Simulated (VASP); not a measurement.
# I (Fmmm) in VASP: a series of runs, part 2 of 2

VASP 6.6.1. Earlier steps stand in the parts before.

## (4) Relaxation of cell and atoms, PBEsol, target pressure 2 GPa, at which the enthalpy is minimised

This run uses another cell than the first one, of 40.55 Å³/atom.

Contents of INCAR:

```
ALGO = Normal
EDIFF = 1E-7
EDIFFG = -0.01
ENCUT = 600
GGA = PS
IBRION = 2
ISIF = 3
ISMEAR = -1
LASPH = T
LCHARG = F
LREAL = F
LWAVE = F
NELM = 80
NSW = 60
PREC = Accurate
PSTRESS = 20.0
SIGMA = 0.05
```

Contents of KPOINTS:

```
k-points
0
Gamma
  9 9 9
```

Contents of POSCAR:

```
I
1.0
    0.0000000000      2.3656004428      3.9098401324
    2.1922454667      0.0000000000      3.9098401324
    2.1922454667      2.3656004428      0.0000000000
I
1
Direct
    0.0000000000      0.0000000000      0.0000000000
```

Potentials or basis: VASP PAW PBE potentials, release 64 (I).

On the command line:

```bash
cat potpaw_PBE.64/I/POTCAR > POTCAR
mpirun -np 1 vasp_std > vasp.out
```

OUTCAR:

```text
EDIFF = 1E-7
   EDIFFG = -0.01
   ENCUT = 600
   GGA = PS
   IBRION = 2
   ISIF = 3
   ISMEAR = -1
   LASPH = T
   LREAL = F
   NELM = 80
   NSW = 60
   PREC = Accurate
   PSTRESS = 20.0

 ion  position               nearest neighbor table
   1  0.000  0.000  0.000-

  LATTYP: Found a face centered orthorhombic cell.
 ALAT       =     4.3844909334
 B/A-ratio  =     1.0790764441
 C/A-ratio  =     1.7834864717

  Lattice vectors:

 A1 = (   0.0000000000,   2.3656004428,   3.9098401324)
 A2 = (   2.1922454667,   0.0000000000,   3.9098401324)
 A3 = (   2.1922454667,   2.3656004428,   0.0000000000)

Analysis of symmetry for initial positions (statically):
=====================================================================
 Subroutine PRICEL returns:
 Original cell was already a primitive cell.

 Routine SETGRP: Setting up the symmetry group for a
 face centered orthorhombic supercell.

[... 518 lines left out ...]
      6      12.0418      0.00000
      7      15.8822      0.00000

 [... further k-points ...]

[... ionic steps 4 to 14 ...]

--------------------------------------- Ionic step       15  -------------------------------------------

 number of electron       7.0000000 magnetization

------------------------ aborting loop because EDIFF is reached ----------------------------------------
[... 69 lines left out ...]
--------------------------------------- Ionic step       17  -------------------------------------------

 number of electron       7.0000000 magnetization

 Free energy of the ion-electron system (eV)
  ---------------------------------------------------
  ext. energy  EPLUGINS =         0.00000000
  ---------------------------------------------------
  free energy    TOTEN  =        -1.64706335 eV

  energy without entropy =       -1.64209736  energy(sigma->0) =       -1.64458036

 E-fermi :   5.5402     XC(G=0):  -9.3937

 val. band max:        5.4828444827   @ k =   0.2222   0.1111   0.1111
 cond. band min:       5.5710399244   @ k =   0.4444   0.2222   0.1111
 fundamental gap:      0.0881954417
 Fermi energy:         5.5402243087

 k-point     1 :       0.0000    0.0000    0.0000
  band No.  band energies     occupation
      1      -9.1531      2.00000
      2       4.2297      2.00000
      3       6.7140      0.00000
      4       6.7164      0.00000
      5      10.6659      0.00000
      6      13.0619      0.00000
      7      14.2720      0.00000
[... 262 lines left out ...]
  energy  without entropy=       -1.6420973577  energy(sigma->0) =       -1.64458036

  enthalpy is  TOTEN    =        -1.2304410161 eV   P V=        0.4166223384

 reached required accuracy - stopping structural energy minimisation
```

OSZICAR:

```text
N       E                     dE             d eps       ncg     rms          rms(c)
DAV:   1     0.240692930399E+02    0.24069E+02   -0.26836E+03  1750   0.793E+02
DAV:   2    -0.824530626428E+00   -0.24894E+02   -0.23946E+02  2345   0.101E+02
DAV:   3    -0.168323767212E+01   -0.85871E+00   -0.84463E+00  2184   0.224E+01
DAV:   4    -0.168925680310E+01   -0.60191E-02   -0.60189E-02  2653   0.237E+00
[... 176 lines left out ...]
DAV:   9    -0.164706728352E+01   -0.21934E-05   -0.57452E-07  2765   0.703E-03    0.105E-01
DAV:  10    -0.164706504500E+01    0.22385E-05   -0.34472E-07  1813   0.446E-03    0.598E-02
DAV:  11    -0.164706358379E+01    0.14612E-05   -0.34416E-07  1820   0.451E-03    0.120E-02
DAV:  12    -0.164706339506E+01    0.18874E-06   -0.11693E-08   903   0.111E-03    0.361E-03
DAV:  13    -0.164706335452E+01    0.40537E-07   -0.42055E-09   896   0.642E-04
  17 F= -.12304410E+01 E0= -.12279580E+01  d E =-.104316E-04
```

CONTCAR:

```text
I
   1.00000000000000
    -0.0000000000000006    2.2162283566931533    3.3953815640534963
     2.2176349099984130    0.0000000000000011    3.3953815640534963
     2.2176349099984121    2.2162283566931542    0.0000000000000000
  I
     1
Direct
     0.0000000000000000    0.0000000000000000    0.0000000000000000

  0.00000000E+00  0.00000000E+00  0.00000000E+00
```

Wall time 8.1 min (1 thread of Intel Xeon Platinum 8259CL at 2.50GHz (Skylake/Cascade Lake), shared host); peak memory 0.23 GiB.

Results:

| Item | Value |
| --- | --- |
| Free energy | -1.6471 eV |
| Relaxed volume | 33.38 Å³/atom |
| Relaxed cell | a = 4.055 Å, b = 4.055 Å, c = 3.135 Å, α = 67.25°, β = 67.27°, γ = 45.48° |
| Space group after relaxing (to 0.1 Å) | I4/mmm (No. 139) |
| Energy change on relaxing (the run minimises the enthalpy) | +9.9 meV/atom |
| Ionic steps | 17 |
| Pressure after relaxing | 2.0 GPa |
| Band gap on the k mesh | zero (an odd number of electrons rules out a gap without spin polarisation) |

The path:
```tsv
step	energy change (eV)	largest force (eV/Å)	pressure (GPa)	volume (Å³)
1	0.0000	0.0000	-1.40	40.55
2	0.0268	0.0000	3.52	35.70
3	0.0007	0.0000	1.68	37.08
4	-0.0012	0.0000	1.74	36.08
5	0.0169	0.0000	2.44	33.06
6	0.0115	0.0000	2.28	33.46
7	0.0126	0.0000	2.35	33.37
8	0.0064	0.0000	1.47	33.89
9	0.0095	0.0000	1.95	33.59
10	0.0094	0.0000	1.95	33.59
11	0.0090	0.0000	1.96	33.56
12	0.0087	0.0000	1.96	33.50
13	0.0110	0.0000	1.92	33.33
14	0.0091	0.0000	1.94	33.44
15	0.0093	0.0000	1.93	33.42
16	0.0140	0.0000	2.38	33.08
17	0.0099	0.0000	2.00	33.38
```

Final structure:
```xyz
1
Lattice="0.0000 2.2162 3.3954 2.2176 0.0000 3.3954 2.2176 2.2162 0.0000" Properties=species:S:1:pos:R:3 pbc="T T T"
I     0.0000    0.0000    0.0000
```

Caveat: the cell is relaxed towards a set pressure, so the run minimises the enthalpy, not the energy; the volume moved by over 15 % at a fixed basis, so the end points are rough; the PAW data sets were made with another functional, which shifts forces and pressure a little; spin-orbit coupling is left out, which moves the levels of the heavy elements; an odd number of electrons without spin polarisation forces a metal; a magnetic or distorted state may lie lower.

## (5) Relaxation of cell and atoms, PBEsol, target pressure 5 GPa, at which the enthalpy is minimised

This run uses another cell than the first one, of 40.55 Å³/atom.

Contents of INCAR:

```
PREC = Accurate ; ENCUT = 600
EDIFF = 1E-6 ; ISMEAR = -1
SIGMA = 0.05 ; LREAL = F
LASPH = T ; NELM = 100
ALGO = Normal ; ISIF = 3
LWAVE = F ; LCHARG = F
GGA = PS ; IBRION = 2
NSW = 60 ; EDIFFG = -0.01
PSTRESS = 50.0
```

Contents of KPOINTS:

```
regular mesh
0
Gamma
  9 9 9
```

POSCAR is that of step 4.

On the command line:

```bash
cat potpaw_PBE.64/I/POTCAR > POTCAR
mpirun -np 1 vasp_std > vasp.out
```

It took 7.9 min on 1 thread of Intel Xeon Platinum 8259CL at 2.50GHz (Skylake/Cascade Lake), shared host; peak memory 0.23 GiB.

Results (log left out):

- Free energy: -1.5881 eV
- Relaxed volume: 30.56 Å³/atom
- Relaxed cell: a = 3.870 Å, b = 3.871 Å, c = 3.094 Å, α = 66.42°, β = 66.47°, γ = 47.11°
- Space group after relaxing (to 0.1 Å): I4/mmm (No. 139)
- Energy change on relaxing (the run minimises the enthalpy): +68.8 meV/atom
- Ionic steps: 26
- Pressure after relaxing: 5.0 GPa
- Band gap on the k mesh: zero (an odd number of electrons rules out a gap without spin polarisation)

The path:
| step | energy change (eV) | largest force (eV/Å) | pressure (GPa) | volume (Å³) |
| --- | --- | --- | --- | --- |
| 1 | 0.0000 | 0.0000 | -1.41 | 40.55 |
| 2 | 0.1943 | 0.0000 | 10.76 | 31.75 |
| 3 | 0.0433 | 0.0000 | 4.51 | 34.77 |
| 4 | 0.0399 | 0.0000 | 4.68 | 32.87 |
| 5 | 0.0610 | 0.0000 | 5.32 | 31.13 |
| 6 | 0.2337 | 0.0000 | 9.38 | 27.60 |
| 7 | 0.0771 | 0.0000 | 5.69 | 30.49 |
| 8 | 0.0821 | 0.0000 | 5.89 | 30.33 |
| 9 | 0.0548 | 0.0000 | 3.83 | 31.23 |
| 10 | 0.0691 | 0.0000 | 4.95 | 30.70 |
| 11 | 0.0691 | 0.0000 | 4.95 | 30.69 |
| 12 | 0.0691 | 0.0000 | 4.94 | 30.66 |
| 13 | 0.0695 | 0.0000 | 4.91 | 30.58 |
| 14 | 0.0761 | 0.0000 | 4.90 | 30.38 |
| 15 | 0.0705 | 0.0000 | 4.85 | 30.53 |
| 16 | 0.0726 | 0.0000 | 4.88 | 30.46 |
| 17 | 0.0714 | 0.0000 | 4.86 | 30.49 |
| 18 | 0.0726 | 0.0000 | 5.00 | 30.45 |
| 19 | 0.0742 | 0.0000 | 5.14 | 30.39 |
| 20 | 0.0745 | 0.0000 | 5.16 | 30.38 |
| 21 | 0.0728 | 0.0000 | 5.09 | 30.43 |
| 22 | 0.0686 | 0.0000 | 4.94 | 30.56 |
| 23 | 0.0693 | 0.0000 | 5.05 | 30.54 |
| 24 | 0.0692 | 0.0000 | 5.05 | 30.54 |
| 25 | 0.0691 | 0.0000 | 5.04 | 30.55 |
| 26 | 0.0688 | 0.0000 | 5.03 | 30.56 |

Final structure:
```
I
1.0
     0.00000    2.18612    3.19284
     2.18885    0.00000    3.19284
     2.18885    2.18612    0.00000
I
1
Direct
  0.00000 0.00000 0.00000
```

Levels at points of the mesh, in eV from the Fermi level:
```csv
k point,band 1,band 2,band 3,band 4,band 5,band 6,band 7
"(0.00, 0.00, 0.00)",-15.20,-0.92,1.32,1.33,5.68,7.58,9.10
```

Caveat: the cell is relaxed towards a set pressure, so the run minimises the enthalpy, not the energy; the volume moved by over 15 % at a fixed basis, so the end points are rough; the PAW data sets were made with another functional, which shifts forces and pressure a little; spin-orbit coupling is left out, which moves the levels of the heavy elements; an odd number of electrons without spin polarisation forces a metal; a magnetic or distorted state may lie lower.

## (6) Relaxation of cell and atoms, PBEsol, target pressure 10 GPa, at which the enthalpy is minimised

This run uses another cell than the first one, of 40.55 Å³/atom.

Contents of INCAR:

```
SYSTEM = I
PREC = Accurate ; ENCUT = 600
EDIFF = 1E-6 ; ISMEAR = -1
SIGMA = 0.05 ; LREAL = .False.
LASPH = .True. ; NELM = 100
ALGO = Normal ; ISIF = 3
LWAVE = .False. ; LCHARG = .False.
GGA = PS ; IBRION = 2
NSW = 60 ; EDIFFG = -0.01
PSTRESS = 100.0
```

Contents of KPOINTS:

```
regular mesh
0
Gamma
  9 9 9
  0 0 0
```

POSCAR is that of step 5.

Potentials or basis: VASP PAW PBE potentials, release 64 (I).

On the command line:

```bash
cat potpaw_PBE.64/I/POTCAR > POTCAR
mpirun -np 1 vasp_std > vasp.out
```

Run time: 8.7 min. Hardware: 1 thread of Intel Xeon Platinum 8259CL at 2.50GHz (Skylake/Cascade Lake), shared host; peak memory 0.23 GiB.

It converged, with:

```
Free energy                                                : -1.4684 eV
Relaxed volume                                             : 27.93 Å³/atom
Relaxed cell                                               : a = 3.705 Å, b = 3.705 Å, c = 3.043 Å, α = 65.75°, β = 65.76°, γ = 48.49°
Space group after relaxing (to 0.1 Å)                      : I4/mmm (No. 139)
Energy change on relaxing (the run minimises the enthalpy) : +188.6 meV/atom
Ionic steps                                                : 26
Pressure after relaxing                                    : 10.0 GPa
Band gap on the k mesh                                     : zero (an odd number of electrons rules out a gap without spin polarisation)
```

Step by step:
```
step  energy change (eV)  largest force (eV/Å)  pressure (GPa)  volume (Å³)
   1              0.0000                0.0000           -1.41        40.55
   2              0.9761                0.0000           35.37        25.85
   3              0.1386                0.0000            8.77        32.35
   4              0.1541                0.0000            9.37        32.09
   5              0.1549                0.0000            9.97        29.20
   6              0.2041                0.0000           11.17        27.86
   7              0.2309                0.0000           11.83        27.40
   8              0.2247                0.0000           11.62        27.50
   9              0.1493                0.0000            7.77        28.72
  10              0.1860                0.0000            9.75        28.06
  11              0.1877                0.0000            9.80        28.00
  12              0.1956                0.0000            9.93        27.84
  13              0.1981                0.0000            9.99        27.80
  14              0.2015                0.0000           10.48        27.73
  15              0.2013                0.0000           10.46        27.73
  16              0.1791                0.0000            9.58        28.09
  17              0.1874                0.0000            9.93        27.95
  18              0.1870                0.0000            9.90        27.96
  19              0.1869                0.0000            9.93        27.96
  20              0.1870                0.0000           10.00        27.95
  21              0.1870                0.0000            9.99        27.95
  22              0.1870                0.0000            9.99        27.95
  23              0.1874                0.0000            9.93        27.95
  24              0.1873                0.0000            9.95        27.95
  25              0.1915                0.0000           10.12        27.88
  26              0.1886                0.0000           10.00        27.93
```

Final structure:
```
CELL_PARAMETERS angstrom
0.00000 2.15143 3.01634
2.15181 0.00000 3.01634
2.15181 2.15143 0.00000
ATOMIC_POSITIONS crystal
I 0.00000 0.00000 0.00000
```

Levels at points of the mesh, in eV from the Fermi level:
| k point | band 2 | band 3 | band 4 | band 5 | band 6 | band 7 |
| --- | --- | --- | --- | --- | --- | --- |
| (0.00, 0.00, 0.00) | -0.49 | 1.54 | 1.54 | 6.34 | 7.65 | 9.55 |

Caveat: the cell is relaxed towards a set pressure, so the run minimises the enthalpy, not the energy; the volume moved by over 15 % at a fixed basis, so the end points are rough; the PAW data sets were made with another functional, which shifts forces and pressure a little; spin-orbit coupling is left out, which moves the levels of the heavy elements; an odd number of electrons without spin polarisation forces a metal; a magnetic or distorted state may lie lower.

## (7) Summary

```csv
task,cell,cutoff (eV),gap on the mesh (eV),pressure (GPa)
single point,"a = 4.379, b = 4.314, c = 3.172 Å, angles 69.7, 67.5, 42.8°, 1 atom",520,none,0.0
relaxation of cell and atoms,"relaxed from a = 4.570, b = 4.482, c = 3.225 Å, angles 70.6, 67.7, 41.7°, 1 atom",600,none,0.0
relaxation of cell and atoms,"relaxed to 2 GPa from a = 4.570, b = 4.482, c = 3.225 Å, angles 70.6, 67.7, 41.7°, 1 atom",600,none,2.0
relaxation of cell and atoms,"relaxed to 5 GPa from a = 4.570, b = 4.482, c = 3.225 Å, angles 70.6, 67.7, 41.7°, 1 atom",600,none,5.0
relaxation of cell and atoms,"relaxed to 10 GPa from a = 4.570, b = 4.482, c = 3.225 Å, angles 70.6, 67.7, 41.7°, 1 atom",600,none,10.0
```

Alike in all rows: level PBEsol; potentials or basis VASP PAW PBE potentials, release 64 (I); no spin polarisation; k mesh 9 × 9 × 9; smearing fermi-dirac 0.05 eV.

Caveats: the PAW data sets were made with another functional, which shifts forces and pressure a little; spin-orbit coupling is left out, which moves the levels of the heavy elements; an odd number of electrons without spin polarisation forces a metal; a magnetic or distorted state may lie lower; the cell is relaxed towards a set pressure, so the run minimises the enthalpy, not the energy (at least some runs); the volume moved by over 15 % at a fixed basis, so the end points are rough (at least some runs).

Total energies depend on the potentials used, so only differences within one code and one set of settings carry meaning.

The gap in the log of VASP goes by the Fermi energy; the results here count the filled bands.